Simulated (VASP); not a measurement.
# TiSi16 (a cell with a defect) in VASP: single point with PBE+D3(BJ)

Aim: the single point of TiSi16 (a cell with a defect) with PBE+D3(BJ).

Program: VASP 6.6.1. These are calculated values, not measurements. Logs are shortened: lines on timing, memory, paths and dates and some standing lists are left out, and cuts for length are marked.

### 1 The cell of the first run

The cell holds a defect, 17 atoms: a = 7.679 Å, b = 7.679 Å, c = 7.679 Å, α = 60.00°, β = 60.00°, γ = 60.00°.

### 2 Single point, PBE+D3(BJ)

The input, INCAR:

```
SYSTEM = TiSi16
PREC = Accurate ; ENCUT = 520
EDIFF = 1E-6 ; ISMEAR = 0
SIGMA = 0.02 ; LREAL = Auto
LASPH = .True. ; NELM = 80
ALGO = Normal ; ISIF = 2
LWAVE = .False. ; LCHARG = .False.
GGA = PE ; IVDW = 12
NBANDS = 52
```

The input, KPOINTS:

```
regular mesh
0
Gamma
  2 2 2
  0 0 0
```

The input, POSCAR:

```
TiSi16
1.0
    0.0000000000      5.4300000000      5.4300000000
    5.4300000000      0.0000000000      5.4300000000
    5.4300000000      5.4300000000      0.0000000000
Si Ti
16 1
Direct
    0.0109613260     -0.0336053407      0.0104626151
    0.1131851750      0.1226161142      0.1127857274
   -0.0253992634      0.0009898711      0.5118736648
    0.1127583794      0.1238928177      0.6499994475
    0.0002025783      0.4927889503     -0.0003615101
    0.1361385820      0.5931634438      0.1353046961
   -0.0002336096      0.4940418969      0.5070956722
    0.1181669429      0.6308864641      0.6257501842
    0.5123107735      0.0009507366     -0.0258470534
    0.6504924494      0.1238476980      0.1122760589
    0.5118686924      0.0024290976      0.5113642726
    0.6140612339      0.1585647330      0.6136838858
    0.5079430939      0.4940147330     -0.0009679558
    0.6263211786      0.6308510129      0.1177127072
    0.4899720994      0.5318148250      0.4895050645
    0.6259161142      0.6321569982      0.6251789134
    0.3124211786      1.0623837937      0.3120355433
```

Potentials or basis: VASP PAW PBE potentials, release 64 (Si, Ti_sv).

Command:

```sh
> cat potpaw_PBE.64/Si/POTCAR potpaw_PBE.64/Ti_sv/POTCAR > POTCAR
> mpirun -np 1 vasp_std > vasp.out
```

OUTCAR:

```text
SYSTEM = TiSi16
   PREC = Accurate
   ENCUT = 520
   EDIFF = 1E-6
   ISMEAR = 0
   LREAL = Auto
   LASPH = .True.
   NELM = 80
   ISIF = 2
   GGA = PE
   IVDW = 12
 IVDW          = 12

 ion  position               nearest neighbor table
   1  0.011  0.966  0.010-   4 2.27  10 2.27   2 2.27   6 2.34
   2  0.113  0.123  0.113-   1 2.27   5 2.33  17 2.41   3 2.50   9 2.50
   3  0.975  0.001  0.512-  12 2.27   8 2.32  17 2.41   2 2.50   4 2.50
   4  0.113  0.124  0.650-   1 2.27   7 2.32  17 2.41  11 2.50   3 2.50
   5  0.000  0.493  1.000-   2 2.33   6 2.34  14 2.35   8 2.35
   6  0.136  0.593  0.135-   7 2.34  13 2.34   5 2.34   1 2.34
   7  1.000  0.494  0.507-   4 2.32   6 2.34   8 2.35  16 2.35
   8  0.118  0.631  0.626-   3 2.32  15 2.34   7 2.35   5 2.35
   9  0.512  0.001  0.974-  12 2.27  14 2.32  17 2.41   2 2.50  10 2.50
  10  0.650  0.124  0.112-   1 2.27  13 2.32  17 2.42  11 2.50   9 2.50
  11  0.512  0.002  0.511-  12 2.27  16 2.33  17 2.42  10 2.50   4 2.50
  12  0.614  0.159  0.614-   9 2.27  11 2.27   3 2.27  15 2.34
  13  0.508  0.494  0.999-  10 2.32   6 2.34  14 2.35  16 2.35
  14  0.626  0.631  0.118-   9 2.32  15 2.34  13 2.35   5 2.35
  15  0.490  0.532  0.490-  14 2.34   8 2.34  16 2.34  12 2.34
  16  0.626  0.632  0.625-  11 2.33  15 2.34   7 2.35  13 2.35
  17  0.312  0.062  0.312-   2 2.41   3 2.41   9 2.41   4 2.41  10 2.42  11 2.42

  LATTYP: Found a face centered cubic cell.
 ALAT       =    10.8600000000

  Lattice vectors:

 A1 = (   0.0000000000,   5.4300000000,   5.4300000000)
 A2 = (   5.4300000000,   0.0000000000,   5.4300000000)
 A3 = (   5.4300000000,   5.4300000000,   0.0000000000)

Analysis of symmetry for initial positions (statically):
=====================================================================
 Subroutine PRICEL returns:
 Original cell was already a primitive cell.

 Routine SETGRP: Setting up the symmetry group for a
 face centered cubic supercell.

 Subroutine GETGRP returns: Found  1 space group operations
 (whereof  1 operations were pure point group operations)
 out of a pool of 48 trial point group operations.

The static configuration has the point symmetry C_1 .

Analysis of symmetry for dynamics (positions and initial velocities):
=====================================================================
 Subroutine PRICEL returns:
 Original cell was already a primitive cell.

 Routine SETGRP: Setting up the symmetry group for a
 face centered cubic supercell.

 Subroutine GETGRP returns: Found  1 space group operations
 (whereof  1 operations were pure point group operations)
 out of a pool of 48 trial point group operations.

The dynamic configuration has the point symmetry C_1 .

 Subroutine INISYM returns: Found  1 space group operations
 (whereof  1 operations are pure point group operations),
 and found     1 'primitive' translations

----------------------------------------------------------------------------------------

                                     Primitive cell

  volume of cell :     320.2060

  direct lattice vectors                    reciprocal lattice vectors
     0.000000000  5.430000000  5.430000000    -0.092081031  0.092081031  0.092081031
     5.430000000  0.000000000  5.430000000     0.092081031 -0.092081031  0.092081031
     5.430000000  5.430000000  0.000000000     0.092081031  0.092081031 -0.092081031

  length of vectors
     7.679179644  7.679179644  7.679179644     0.159489025  0.159489025  0.159489025

  position of ions in fractional coordinates (direct lattice)
     0.010961326  0.966394659  0.010462615
     0.113185175  0.122616114  0.112785727
     0.974600737  0.000989871  0.511873665
     0.112758379  0.123892818  0.649999448
     0.000202578  0.492788950  0.999638490
     0.136138582  0.593163444  0.135304696
[... 9 lines left out ...]
     0.625916114  0.632156998  0.625178913
     0.312421179  0.062383794  0.312035543

  ion indices of the primitive-cell ions
   primitive index   ion index
                 1           1
                 2           2
                 3           3
                 4           4
                 5           5
                 6           6
[... 9 lines left out ...]
                16          16
                17          17

----------------------------------------------------------------------------------------

 KPOINTS: regular mesh

Automatic generation of k-mesh.
 Grid dimensions read from file:
 generate k-points for:    2    2    2

 Generating k-lattice:

  Cartesian coordinates                     Fractional coordinates (reciprocal lattice)
    -0.046040516  0.046040516  0.046040516     0.500000000  0.000000000  0.000000000
     0.046040516 -0.046040516  0.046040516     0.000000000  0.500000000  0.000000000
     0.046040516  0.046040516 -0.046040516     0.000000000  0.000000000  0.500000000

  Length of vectors
     0.079744512  0.079744512  0.079744512

  Shift w.r.t. Gamma in fractional coordinates (k-lattice)
     0.000000000  0.000000000  0.000000000

 Subroutine IBZKPT returns following result:
 ===========================================

 Found      8 irreducible k-points:

 Following reciprocal coordinates:
            Coordinates               Weight
  0.000000  0.000000  0.000000      1.000000
  0.500000  0.000000  0.000000      1.000000
  0.000000  0.500000  0.000000      1.000000
  0.000000  0.000000  0.500000      1.000000
  0.500000  0.500000  0.500000      1.000000
  0.500000  0.500000  0.000000      1.000000
  0.000000  0.500000  0.500000      1.000000
  0.500000  0.000000  0.500000      1.000000
   k-points           NKPTS =      8   k-points in BZ     NKDIM =      8   number of bands    NBANDS=     52
   number of dos      NEDOS =    301   number of ions     NIONS =     17
   total plane-waves  NPLWV = 216000
   dimension x,y,z NGX =    60 NGY =   60 NGZ =   60
   dimension x,y,z NGXF=   120 NGYF=  120 NGZF=  120
   ions per type =              16   1
   NGX,Y,Z   is equivalent  to a cutoff of  12.99, 12.99, 12.99 a.u.
   NGXF,Y,Z  is equivalent  to a cutoff of  25.98, 25.98, 25.98 a.u.
 SYSTEM =  TiSi16
   PREC   = accura    normal or accurate (medium, high low for compatibility)
   ISTART =      0    job   : 0-new  1-cont  2-samecut
   ICHARG =      2    charge: 1-file 2-atom 10-const
   ISPIN  =      1    spin polarized calculation?
   LNONCOLLINEAR =      F non collinear calculations
   LSORBIT =      F    spin-orbit coupling
   LASPH  =      T    aspherical Exc in radial PAW
   ENCUT  =  520.0 eV  38.22 Ry    6.18 a.u.  14.28 14.28 14.28*2*pi/ulx,y,z
   NELM   =     80;   NELMIN=  2; NELMDL= -5     # of ELM steps
   EDIFF  = 0.1E-05   stopping-criterion for ELM
   LREAL  =      T    real-space projection
   EDIFFG = 0.1E-04   stopping-criterion for IOM
   NSW    =      0    number of steps for IOM
   IBRION =     -1    ionic relax: 0-MD 1-quasi-New 2-CG
   NFREE  =      0    steps in history (QN), initial steepest desc. (CG)
   ISIF   =      2    stress and relaxation
   ISYM   =      2    0-nonsym 1-usesym 2-fastsym
   POTIM  = 0.5000    time-step for ionic-motion
   TEBEG  =    0.0;   TEEND  =   0.0 temperature during run
   PSTRESS=    0.0 pullay stress
   NELECT =      76.0000    total number of electrons
   NUPDOWN=      -1.0000    fix difference up-down
   EMIN   =  10.00;   EMAX   =-10.00  energy-range for DOS
   EFERMI =   0.00;   METHOD = LEGACY
   ISMEAR =     0;   SIGMA  =   0.02  broadening in eV -4-tet -1-fermi 0-gaus
   EFERMI_NEDOS =   21; number of points for ismear=-14 and -15
   IALGO  =     38    algorithm
   IMIX   =      4    mixing-type and parameters
     AMIX     =   0.40;   BMIX     =  1.00
     AMIX_MAG =   1.60;   BMIX_MAG =  1.00
  volume/ion in A,a.u.               =      18.84       127.11
  Fermi-wavevector in a.u.,A,eV,Ry     =   1.013607  1.915439 13.978610  1.027399
  Thomas-Fermi vector in A             =   2.146786
   LORBIT       =      0    0 simple, 1 ext, 2 COOP (PROOUT), +10 PAW based schemes
   GGA     = PE    functional components
   LHFCALC =     F    Hartree Fock is set to
   AEXX    =    0.0000 exact exchange contribution
   IVDW    =    12    specifies the selected vdW correction
   LEPSILON=     F    determine dielectric tensor
   LRPA    =     F    only Hartree local field effects (RPA)
 non-spin polarized calculation
 Gauss-broadening in eV      SIGMA  =   0.02
  energy-cutoff  :      520.00
  volume of cell :      320.21
 maximum number of plane-waves:      8646
 NGX is ok and might be reduce to    60
   NGX = 29   NGY = 29   NGZ = 29

 number of electron      76.0000002 magnetization

 Free energy of the ion-electron system (eV)
  ---------------------------------------------------
  ext. energy  EPLUGINS =         0.00000000
  ---------------------------------------------------
  free energy    TOTEN  =       -90.46947012 eV

  energy without entropy =      -90.46848754  energy(sigma->0) =      -90.46897883

 E-fermi :   6.9360     XC(G=0):  -9.7406

 val. band max:        6.9072504551   @ k =   0.0000   0.5000   0.5000
 cond. band min:       6.9627187350   @ k =   0.5000   0.5000   0.5000
 fundamental gap:      0.0554682799
 Fermi energy:         6.9359504674

 k-point     1 :       0.0000    0.0000    0.0000
  band No.  band energies     occupation
      1     -49.7629      2.00000
      2     -26.2200      2.00000
      3     -26.1179      2.00000
      4     -26.1162      2.00000
      5      -5.6615      2.00000
      6      -3.4714      2.00000
[... 42 lines left out ...]
     49       8.5669      0.00000
     50       8.8913      0.00000

 k-point     2 :       0.5000    0.0000    0.0000
  band No.  band energies     occupation
      1     -49.7629      2.00000
      2     -26.2201      2.00000
      3     -26.1179      2.00000
      4     -26.1162      2.00000
      5      -4.8664      2.00000
      6      -4.8287      2.00000
[... 310 lines left out ...]
 k-point     8 :       0.5000    0.0000    0.5000
  band No.  band energies     occupation
      1     -49.7629      2.00000
      2     -26.2200      2.00000
      3     -26.1179      2.00000
      4     -26.1162      2.00000
      5      -4.5902      2.00000
      6      -4.5475      2.00000
[... 42 lines left out ...]
     49      10.0363      0.00000
     50      10.4641      0.00000
 [bands above 50 left out]

------------------------ aborting loop because EDIFF is reached ----------------------------------------

 Edisp (eV)   -5.83926

 E8    (eV) :    -2.4426

  FORCE on cell =-STRESS in cart. coord.  units (eV):
  Direction    XX          YY          ZZ          XY          YZ          ZX
  --------------------------------------------------------------------------------------
  -------------------------------------------------------------------------------------
  Total       7.04824     7.01270     7.05242     1.09894     1.08488    -1.11336
  in kB      35.26643    35.08862    35.28735     5.49864     5.42826    -5.57077
  external pressure =       35.21 kB  Pullay stress =        0.00 kB

 VOLUME and BASIS-vectors are now :
 -----------------------------------------------------------------------------
  energy-cutoff  :      520.00
  volume of cell :      320.21
      direct lattice vectors                 reciprocal lattice vectors
     0.000000000  5.430000000  5.430000000    -0.092081031  0.092081031  0.092081031
     5.430000000  0.000000000  5.430000000     0.092081031 -0.092081031  0.092081031
     5.430000000  5.430000000  0.000000000     0.092081031  0.092081031 -0.092081031

 POSITION                                       TOTAL-FORCE (eV/Angst)
 -----------------------------------------------------------------------------------
      5.30433      0.11633      5.30704        -0.007288      0.020485     -0.007116
      1.27823      1.22702      1.28040        -0.016638     -0.012831     -0.015529
      2.78485      8.07156      5.29746         0.012680     -0.010484     -0.007877
      4.20224      4.14178      1.28502        -0.002207      0.007149     -0.004875
      8.10388      5.42914      2.67694        -0.010266      0.000387     -0.009417
      3.95558      1.47394      3.96011        -0.018463      0.018180     -0.019121
[... 9 lines left out ...]
      6.82733      6.79345      6.83134         0.006700     -0.002758      0.006396
      2.03310      3.39080      2.03519         0.009236      0.023574      0.012090
 -----------------------------------------------------------------------------------
    total drift:                                0.002530      0.008573      0.000717

  FREE ENERGIE OF THE ION-ELECTRON SYSTEM (eV)
  ---------------------------------------------------
  free  energy   TOTEN  =       -96.3087258361 eV

  energy  without entropy=      -96.3077432565  energy(sigma->0) =      -96.30823455
```

It took 9.2 min on 1 thread of Intel Xeon 8259CL, shared host; peak memory 0.49 GiB.

What came out:

* Free energy: -96.3087 eV
* Pressure: 3.5 GPa
* Largest force: 0.032 eV/Å
* Band gap on the k mesh: zero (bands 38 and 39 overlap by 0.24 eV)
* Dispersion energy per atom: -0.343 eV

Forces in eV/Å, atoms in the order of the input:
```
Si  -0.007  0.020 -0.007
Si  -0.017 -0.013 -0.016
Si   0.013 -0.010 -0.008
Si  -0.002  0.007 -0.005
Si  -0.010  0.000 -0.009
Si  -0.018  0.018 -0.019
Si   0.000  0.009 -0.011
Si   0.009 -0.011  0.003
Si  -0.002 -0.007  0.009
Si  -0.005  0.006 -0.007
Si   0.005 -0.009  0.006
Si   0.012 -0.009  0.017
Si  -0.010  0.008  0.000
Si   0.001 -0.012  0.011
Si   0.016 -0.019  0.017
Si   0.007 -0.003  0.006
Ti   0.009  0.024  0.012
```

Levels at points of the mesh, in eV from the Fermi level:
| k point | band 35 | band 36 | band 37 | band 38 | band 39 | band 40 | band 41 | band 42 |
| --- | --- | --- | --- | --- | --- | --- | --- | --- |
| (0.00, 0.00, 0.00) | -1.26 | -0.84 | -0.26 | -0.26 | -0.21 | -0.21 | -0.15 | 0.04 |
| (0.50, 0.00, 0.00) | -1.44 | -1.13 | -0.80 | 0.03 | 0.34 | 0.65 | 0.70 | 0.81 |
| (0.00, 0.50, 0.00) | -1.39 | -1.39 | -0.20 | -0.20 | 0.38 | 0.57 | 0.83 | 0.83 |
| (0.00, 0.00, 0.50) | -1.44 | -1.13 | -0.80 | 0.03 | 0.34 | 0.65 | 0.70 | 0.81 |
| (0.50, 0.50, 0.50) | -1.44 | -1.13 | -0.80 | 0.03 | 0.34 | 0.64 | 0.70 | 0.81 |
| (0.50, 0.50, 0.00) | -1.85 | -1.65 | -0.22 | -0.03 | 0.32 | 0.51 | 0.81 | 1.07 |
| (0.00, 0.50, 0.50) | -1.85 | -1.65 | -0.22 | -0.03 | 0.32 | 0.51 | 0.81 | 1.07 |
| (0.50, 0.00, 0.50) | -1.85 | -1.65 | -0.21 | -0.03 | 0.31 | 0.51 | 0.81 | 1.07 |

Caveat: the k points lie up to 0.50 Å⁻¹ apart.

The gap in the log of VASP goes by the Fermi energy; the results here count the filled bands.